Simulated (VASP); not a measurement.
# TaN (P-6m2) in VASP: single point with PBE

Aim: the single point of TaN with PBE.

All numbers are computed with VASP 6.6.1; they aren't measurements. Logs are shortened: lines on timing, memory, paths and dates and some standing lists are left out, and cuts for length are marked.

**1. The cell of the first run**

Symmetry: P-6m2, No. 187, hexagonal system. The conventional cell has a = 2.938 Å, b = 2.938 Å, c = 2.883 Å, α = 90.00°, β = 90.00°, γ = 120.00°. Ta (site symmetry -6m2) has 6 N at 2.23 Å and 2 Ta at 2.88 Å within 2.9 Å. Within 2.9 Å of N (site symmetry -6m2) lie 6 Ta at 2.23 Å and 2 N at 2.88 Å.

**2. Single point, PBE**

Contents of INCAR:

```
ALGO = Normal
EDIFF = 1E-7
ENCUT = 520
GGA = PE
ISIF = 2
ISMEAR = 0
LASPH = True
LCHARG = False
LREAL = False
LWAVE = False
NBANDS = 15
NELM = 100
PREC = Accurate
SIGMA = 0.05
```

Contents of KPOINTS:

```
k-points
0
Gamma
  18 18 14
```

Contents of POSCAR:

```
TaN
1.0
    2.9380000000      0.0000000000      0.0000000000
   -1.4690000000      2.5443826400      0.0000000000
    0.0000000000      0.0000000000      2.8830000000
Ta N
1 1
Direct
    0.0000000000      0.0000000000      0.5000000000
    0.6666666700      0.3333333300      0.0000000000
```

Potentials or basis: VASP PAW PBE potentials, release 64 (Ta_pv, N).

Launch:

```
$ cat potpaw_PBE.64/Ta_pv/POTCAR potpaw_PBE.64/N/POTCAR > POTCAR
$ mpirun -np 1 vasp_std > vasp.out
```

OUTCAR:

```text
EDIFF = 1E-7
   ENCUT = 520
   GGA = PE
   ISIF = 2
   ISMEAR = 0
   LASPH = True
   LREAL = False
   NELM = 100
   PREC = Accurate

 ion  position               nearest neighbor table
   1  0.000  0.000  0.500-   2 2.23   2 2.23   2 2.23   2 2.23   2 2.23   2 2.23
   2  0.667  0.333  0.000-   1 2.23   1 2.23   1 2.23   1 2.23   1 2.23   1 2.23

  LATTYP: Found a hexagonal cell.
 ALAT       =     2.9380000000
 C/A-ratio  =     0.9812797822

  Lattice vectors:

 A1 = (   2.9380000000,   0.0000000000,   0.0000000000)
 A2 = (  -1.4690000000,   2.5443826400,   0.0000000000)
 A3 = (   0.0000000000,   0.0000000000,   2.8830000000)

Analysis of symmetry for initial positions (statically):
=====================================================================
 Subroutine PRICEL returns:
 Original cell was already a primitive cell.

 Routine SETGRP: Setting up the symmetry group for a
 hexagonal supercell.

 Subroutine GETGRP returns: Found 12 space group operations
 (whereof 12 operations were pure point group operations)
 out of a pool of 24 trial point group operations.

The static configuration has the point symmetry D_3h.

Analysis of symmetry for dynamics (positions and initial velocities):
=====================================================================
 Subroutine PRICEL returns:
 Original cell was already a primitive cell.

 Routine SETGRP: Setting up the symmetry group for a
 hexagonal supercell.

 Subroutine GETGRP returns: Found 12 space group operations
 (whereof 12 operations were pure point group operations)
 out of a pool of 24 trial point group operations.

The dynamic configuration has the point symmetry D_3h.

 Subroutine INISYM returns: Found 12 space group operations
 (whereof 12 operations are pure point group operations),
 and found     1 'primitive' translations

----------------------------------------------------------------------------------------

                                     Primitive cell

  volume of cell :      21.5516

  direct lattice vectors                    reciprocal lattice vectors
     2.938000000  0.000000000  0.000000000     0.340367597  0.196511323  0.000000000
    -1.469000000  2.544382640  0.000000000     0.000000000  0.393022647  0.000000000
     0.000000000  0.000000000  2.883000000     0.000000000  0.000000000  0.346860909

  length of vectors
     2.938000000  2.938000003  2.883000000     0.393022647  0.393022647  0.346860909

  position of ions in fractional coordinates (direct lattice)
     0.000000000  0.000000000  0.500000000
     0.666666670  0.333333330  0.000000000

  ion indices of the primitive-cell ions
   primitive index   ion index
                 1           1
                 2           2

----------------------------------------------------------------------------------------

 KPOINTS: k-points

Automatic generation of k-mesh.
 Grid dimensions read from file:
 generate k-points for:   18   18   14

 Generating k-lattice:

  Cartesian coordinates                     Fractional coordinates (reciprocal lattice)
     0.018909311  0.010917296  0.000000000     0.055555556  0.000000000  0.000000000
     0.000000000  0.021834591  0.000000000     0.000000000  0.055555556  0.000000000
     0.000000000  0.000000000  0.024775779     0.000000000  0.000000000  0.071428571

  Length of vectors
     0.021834592  0.021834591  0.024775779

  Shift w.r.t. Gamma in fractional coordinates (k-lattice)
     0.000000000  0.000000000  0.000000000

 Subroutine IBZKPT returns following result:
 ===========================================

 Found    296 irreducible k-points:

 Following reciprocal coordinates:
            Coordinates               Weight
  0.000000  0.000000  0.000000      1.000000
  0.055556  0.000000  0.000000      6.000000
  0.111111  0.000000  0.000000      6.000000
  0.166667 -0.000000  0.000000      6.000000
  0.222222 -0.000000  0.000000      6.000000
  0.277778 -0.000000  0.000000      6.000000
[... 16 lines left out ...]
  0.333333  0.111111  0.000000     12.000000
  0.388889  0.111111  0.000000     12.000000
 [... further k-points ...]
   k-points           NKPTS =    296   k-points in BZ     NKDIM =    296   number of bands    NBANDS=     15
   number of dos      NEDOS =    301   number of ions     NIONS =      2
   total plane-waves  NPLWV =  13824
   dimension x,y,z NGX =    24 NGY =   24 NGZ =   24
   dimension x,y,z NGXF=    48 NGYF=   48 NGZF=   48
   ions per type =               1   1
   NGX,Y,Z   is equivalent  to a cutoff of  13.58, 13.58, 13.84 a.u.
   NGXF,Y,Z  is equivalent  to a cutoff of  27.16, 27.16, 27.68 a.u.
 SYSTEM =  unknown system
   PREC   = accura    normal or accurate (medium, high low for compatibility)
   ISTART =      0    job   : 0-new  1-cont  2-samecut
   ICHARG =      2    charge: 1-file 2-atom 10-const
   ISPIN  =      1    spin polarized calculation?
   LNONCOLLINEAR =      F non collinear calculations
   LSORBIT =      F    spin-orbit coupling
   LASPH  =      T    aspherical Exc in radial PAW
   ENCUT  =  520.0 eV  38.22 Ry    6.18 a.u.   5.46  5.46  5.36*2*pi/ulx,y,z
   NELM   =    100;   NELMIN=  2; NELMDL= -5     # of ELM steps
   EDIFF  = 0.1E-06   stopping-criterion for ELM
   LREAL  =      F    real-space projection
   EDIFFG = 0.1E-05   stopping-criterion for IOM
   NSW    =      0    number of steps for IOM
   IBRION =     -1    ionic relax: 0-MD 1-quasi-New 2-CG
   NFREE  =      0    steps in history (QN), initial steepest desc. (CG)
   ISIF   =      2    stress and relaxation
   ISYM   =      2    0-nonsym 1-usesym 2-fastsym
   POTIM  = 0.5000    time-step for ionic-motion
   TEBEG  =    0.0;   TEEND  =   0.0 temperature during run
   PSTRESS=    0.0 pullay stress
   NELECT =      16.0000    total number of electrons
   NUPDOWN=      -1.0000    fix difference up-down
   EMIN   =  10.00;   EMAX   =-10.00  energy-range for DOS
   EFERMI =   0.00;   METHOD = LEGACY
   ISMEAR =     0;   SIGMA  =   0.05  broadening in eV -4-tet -1-fermi 0-gaus
   EFERMI_NEDOS =   21; number of points for ismear=-14 and -15
   IALGO  =     38    algorithm
   IMIX   =      4    mixing-type and parameters
     AMIX     =   0.40;   BMIX     =  1.00
     AMIX_MAG =   1.60;   BMIX_MAG =  1.00
  volume/ion in A,a.u.               =      10.78        72.72
  Fermi-wavevector in a.u.,A,eV,Ry     =   1.482365  2.801264 29.897531  2.197407
  Thomas-Fermi vector in A             =   2.596160
   LORBIT       =      0    0 simple, 1 ext, 2 COOP (PROOUT), +10 PAW based schemes
   GGA     = PE    functional components
   LHFCALC =     F    Hartree Fock is set to
   AEXX    =    0.0000 exact exchange contribution
   IVDW    =     0    specifies the selected vdW correction
   LEPSILON=     F    determine dielectric tensor
   LRPA    =     F    only Hartree local field effects (RPA)
 non-spin polarized calculation
 Gauss-broadening in eV      SIGMA  =   0.05
  energy-cutoff  :      520.00
  volume of cell :       21.55
 maximum number of plane-waves:       605
 NGX is ok and might be reduce to    24
   NGX = 11   NGY = 11   NGZ = 11

 number of electron      16.0000001 magnetization

 Free energy of the ion-electron system (eV)
  ---------------------------------------------------
  ext. energy  EPLUGINS =         0.00000000
  ---------------------------------------------------
  free energy    TOTEN  =       -22.44026550 eV

  energy without entropy =      -22.44018973  energy(sigma->0) =      -22.44022762

 E-fermi :   8.2631     XC(G=0): -13.3458

 val. band max:        8.2088825584   @ k =   0.0000   0.0000   0.4286
 cond. band min:       8.2778425667   @ k =   0.0556   0.0000   0.5000
 fundamental gap:      0.0689600083
 Fermi energy:         8.2630752587

 k-point     1 :       0.0000    0.0000    0.0000
  band No.  band energies     occupation
      1     -26.5934      2.00000
      2     -26.3304      2.00000
      3     -26.3304      2.00000
      4      -9.5270      2.00000
      5       3.6900      2.00000
      6       3.6900      2.00000
      7       4.0464      2.00000
      8       5.3267      2.00000
      9      10.4654      0.00000
     10      11.8390      0.00000
     11      11.8390      0.00000
     12      12.2588      0.00000
     13      12.2588      0.00000
     14      21.3556      0.00000
     15      21.6679      0.00000

 k-point     2 :       0.0556    0.0000    0.0000
  band No.  band energies     occupation
      1     -26.5892      2.00000
      2     -26.3642      2.00000
      3     -26.3376      2.00000
      4      -9.4625      2.00000
      5       3.4826      2.00000
      6       3.7390      2.00000
      7       4.1450      2.00000
      8       5.2327      2.00000
      9      10.7078      0.00000
     10      11.6994      0.00000
     11      11.8484      0.00000
     12      12.2255      0.00000
     13      12.3470      0.00000
     14      21.3502      0.00000
     15      21.6640      0.00000

 k-point     3 :       0.1111    0.0000    0.0000
  band No.  band energies     occupation
      1     -26.5769      2.00000
      2     -26.4604      2.00000
      3     -26.3582      2.00000
      4      -9.2763      2.00000
      5       2.9884      2.00000
      6       3.8786      2.00000
      7       4.3816      2.00000
      8       4.9771      2.00000
      9      11.2047      0.00000
     10      11.4728      0.00000
     11      11.8857      0.00000
     12      12.1309      0.00000
     13      12.5773      0.00000
     14      21.3310      0.00000
     15      21.6543      0.00000
[... 343 lines left out ...]
 k-point    23 :       0.3333    0.1111    0.0000
  band No.  band energies     occupation
      1     -27.2255      2.00000
      2     -26.6080      2.00000
      3     -26.4624      2.00000
      4      -7.4359      2.00000
      5       0.3667      2.00000
      6       3.2616      2.00000
      7       4.1205      2.00000
      8       5.9137      2.00000
      9      10.6330      0.00000
     10      10.7128      0.00000
     11      13.0885      0.00000
     12      14.2251      0.00000
     13      15.9501      0.00000
     14      21.3160      0.00000
     15      21.6566      0.00000

 k-point    24 :       0.3889    0.1111    0.0000
  band No.  band energies     occupation
      1     -27.2974      2.00000
      2     -26.6338      2.00000
      3     -26.4507      2.00000
      4      -7.2275      2.00000
      5       0.1763      2.00000
      6       3.1251      2.00000
      7       3.9964      2.00000
      8       5.9661      2.00000
      9      10.5762      0.00000
     10      11.3113      0.00000
     11      12.8122      0.00000
     12      14.3045      0.00000
     13      16.8385      0.00000
     14      20.3763      0.00000
     15      21.6277      0.00000

 [... further k-points ...]
[... 5 lines left out ...]
  --------------------------------------------------------------------------------------
  -------------------------------------------------------------------------------------
  Total        0.6662940      0.6662940      0.8443047      0.0000000      0.0000000     -0.0000000
  in kB       49.5333443     49.5333445     62.7669383      0.0000000      0.0000000     -0.0000000
  external PRESSURE =      53.9445424 kB  Pullay stress =       0.0000000 kB

 VOLUME and BASIS-vectors are now :
 -----------------------------------------------------------------------------
  energy-cutoff  :      520.00
  volume of cell :       21.55
      direct lattice vectors                 reciprocal lattice vectors
     2.938000000  0.000000000  0.000000000     0.340367597  0.196511323  0.000000000
    -1.469000000  2.544382640  0.000000000     0.000000000  0.393022647  0.000000000
     0.000000000  0.000000000  2.883000000     0.000000000  0.000000000  0.346860909

 POSITION                                       TOTAL-FORCE (eV/Angst)
 -----------------------------------------------------------------------------------
      0.00000      0.00000      1.44150         0.000000      0.000000      0.000000
      1.46900      0.84813      0.00000        -0.000000      0.000000      0.000000
 -----------------------------------------------------------------------------------
    total drift:                               -0.000009      0.000005      0.000000

  FREE ENERGIE OF THE ION-ELECTRON SYSTEM (eV)
  ---------------------------------------------------
  free  energy   TOTEN  =       -22.4402654982 eV

  energy  without entropy=      -22.4401897337  energy(sigma->0) =      -22.44022762
```

Run time: 54 s. Hardware: 1 thread of Intel Xeon Platinum 8259CL at 2.50GHz (Skylake/Cascade Lake), shared host; peak memory 0.22 GiB.

What came out:

- Free energy: -22.4403 eV
- Pressure: 5.4 GPa
- Band gap on the k mesh: zero (band 8 reaches 8.48 eV, above the bottom of band 9 at 8.17 eV)

Caveat: spin-orbit coupling is left out, which moves the levels of the heavy elements.
